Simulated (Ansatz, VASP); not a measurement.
**AlNi3: VASP beside Ansatz**

```xyz
4
Lattice="3.5881 0.0000 0.0000 0.0000 3.5881 0.0000 0.0000 0.0000 3.5881" Properties=species:S:1:pos:R:3 pbc="T T T"
Al    0.0000    0.0000    0.0000
Ni    0.0000    1.7941    1.7941
Ni    1.7941    0.0000    1.7941
Ni    1.7941    1.7941    0.0000
```

Alike in both runs: task single point; functional PBEsol; k mesh 12 × 12 × 12; occupations gaussian, width 0.1 eV; collinear spin.

|  | VASP | Ansatz |
| --- | --- | --- |
| version | VASP 6.6.1 | Ansatz 0.2.0 |
| potentials or method | VASP PAW PBE potentials, release 64 (Al, Ni), cutoff 520 eV | scalar-relativistic, plane waves, PAW |
| valence electrons in the cell | 33 | 57 |

VASP gave:

```
gap on the k mesh at the Fermi level (eV)                     : none
pressure (GPa)                                                : -10.2
net moment per atom (μB)                                      : 0.17
size of the moment on the site where the two differ most (μB) : 0.25
```

What did Ansatz give for the same quantities?

gap on the k mesh at the Fermi level (eV): none; pressure (GPa): -10.4; net moment per atom (μB): 0.18; size of the moment on the site where the two differ most (μB): 0.27.

VASP's potentials were made for PBE, not for PBEsol. Site moments also hang on the region over which each program counts them. A gap of «none» marks a metal or a gap that the smearing closes. With one functional, cell and mesh, what is left measures potentials, basis and numerics. VASP's potentials hold 33 valence electrons a cell and Ansatz's 57, so a difference there can come from the potentials and not from the codes.
